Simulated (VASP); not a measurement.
**Tc: single point with PBEsol**

Tc:

```
Tc
1.0
     2.71997    0.00000    0.00000
    -1.35999    2.35556    0.00000
     0.00000    0.00000    8.74845
Tc
4
Direct
  0.66667 0.33333 0.75000
  0.00000 0.00000 0.50000
  0.33333 0.66667 0.25000
  0.00000 0.00000 0.00000
```

| Quantity | Value |
| --- | --- |
| Program | VASP 6.6.1 |
| Task | single point |
| Functional | PBEsol |
| Potentials or basis | VASP PAW PBE potentials, release 64 (Tc_pv) |
| Cutoff | 520 eV |
| k mesh | 11 × 11 × 3 |
| Occupations | fermi-dirac, width 0.05 eV |
| Spin | no spin polarisation |
| Dipole correction | no |
| Further INCAR settings | ALGO = Normal; EDIFF = 1e-06; NBANDS = 34 |

```
Pressure               : -0.8 GPa
Band gap on the k mesh : zero (bands 26 and 27 overlap by 2.98 eV)
```

Levels at points of the mesh, in eV from the Fermi level:
```tsv
k point	band 24	band 25	band 26	band 27	band 28	band 29
(0.00, 0.00, 0.00)	-1.30	-1.30	-1.18	-1.18	0.30	0.30
```

Run time: 65 s on 1 thread of Oxide Virtual Turin-like Processor, on a shared host, peak memory 0.15 GiB.

Caveat: the PAW data sets were made with another functional, which shifts forces and pressure a little.
